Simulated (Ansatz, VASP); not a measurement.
# Si3N4 in VASP and in Ansatz

INCAR

```
SYSTEM = Si3N4
ALGO     = Normal         ! electronic algorithm
EDIFF    = 1E-6           ! SCF threshold, eV
ENCUT    = 520            ! plane-wave cutoff, eV
ISIF     = 2              ! what is computed and relaxed
ISMEAR   = -1             ! smearing method
LASPH    = .TRUE.         ! aspherical terms in the spheres
LCHARG   = .FALSE.        ! write CHGCAR
LREAL    = .FALSE.        ! projectors in reciprocal space
LWAVE    = .FALSE.        ! write WAVECAR
NBANDS   = 25             ! bands
NELM     = 100            ! most SCF steps
PREC     = Accurate       ! precision mode
SIGMA    = 0.05           ! smearing width, eV
```

Contents of KPOINTS:

```
k-points
0
G
  7 7 7
  0 0 0
```

Contents of POSCAR:

```
Si3N4
1.0
    4.1307800000      0.0000000000      0.0000000000
    0.0000000000      4.1307800000      0.0000000000
    0.0000000000      0.0000000000      4.1307800000
Si N
3 4
Direct
    0.0000000000      0.0000000000      0.5000000000
    0.5000000000      0.0000000000      0.0000000000
    0.0000000000      0.5000000000      0.0000000000
    0.2395200000      0.2395200000      0.7604800000
    0.7604800000      0.7604800000      0.7604800000
    0.2395200000      0.7604800000      0.2395200000
    0.7604800000      0.2395200000      0.2395200000
```

Contents of input.yaml:

```yaml
crystal:
  lattice:
    - [4.13078, 0.0, 0.0]
    - [0.0, 4.13078, 0.0]
    - [0.0, 0.0, 4.13078]
  atoms:
    - { symbol: Si, position: [0.0, 0.0, 0.5] }
    - { symbol: Si, position: [0.5, 0.0, 0.0] }
    - { symbol: Si, position: [0.0, 0.5, 0.0] }
    - { symbol: "N", position: [0.23952, 0.23952, 0.76048] }
    - { symbol: "N", position: [0.76048, 0.76048, 0.76048] }
    - { symbol: "N", position: [0.23952, 0.76048, 0.23952] }
    - { symbol: "N", position: [0.76048, 0.23952, 0.23952] }
hamiltonian:
  xc: lda
  pseudopotentials: { kind: paw }
kpoints:
  mp_grid: { grid: [7, 7, 7] }
  band_path:
    path:
      - [[0.0, 0.0, 0.0], [0.0, 0.5, 0.0], [0.5, 0.5, 0.0], [0.0, 0.0, 0.0], [0.5, 0.5, 0.5], [0.0, 0.5, 0.0]]
      - [[0.5, 0.5, 0.0], [0.5, 0.5, 0.5]]
    npoints: 10
scf:
  occupations: { method: fermi_dirac, width: 0.05 }
  n_extra_bands: 17
output:
  forces: true
  stress: true
  eigenvalues: true
  fatbands: true
  write_density: true
  write_potential: true
  elf: true
  volumetric_format: npy
```

Alike in both runs: functional LDA; k mesh 7 × 7 × 7; occupations fermi-dirac, width 0.05 eV; no spin polarisation.

|  | VASP | Ansatz |
| --- | --- | --- |
| version | VASP 6.6.1 | Ansatz 0.2.0 |
| potentials or method | VASP PAW LDA potentials, release 64 (Si, N) | Ansatz PAW |
| plane-wave cutoff (eV) | 520 | 420 |
| valence electrons in the cell | 32 | 32 |
| task | single point | band structure |

|  | VASP | Ansatz | Ansatz less VASP |
| --- | --- | --- | --- |
| gap on the k mesh at the Fermi level (eV) | 2.61 | 2.63 | +0.021 |
| least direct gap on the mesh (eV) | 2.80 | 2.82 | +0.021 |
| pressure (GPa) | -8.8 | -9.3 | -0.41 |
| rms of the force components (eV/Å) | 0.128 | 0.134 | +0.0057 |

LDA's correlation is that of Perdew and Zunger in VASP and of Perdew and Wang (1992) in Ansatz. Atom by atom the forces differ by 0.006 eV/Å (rms over components).
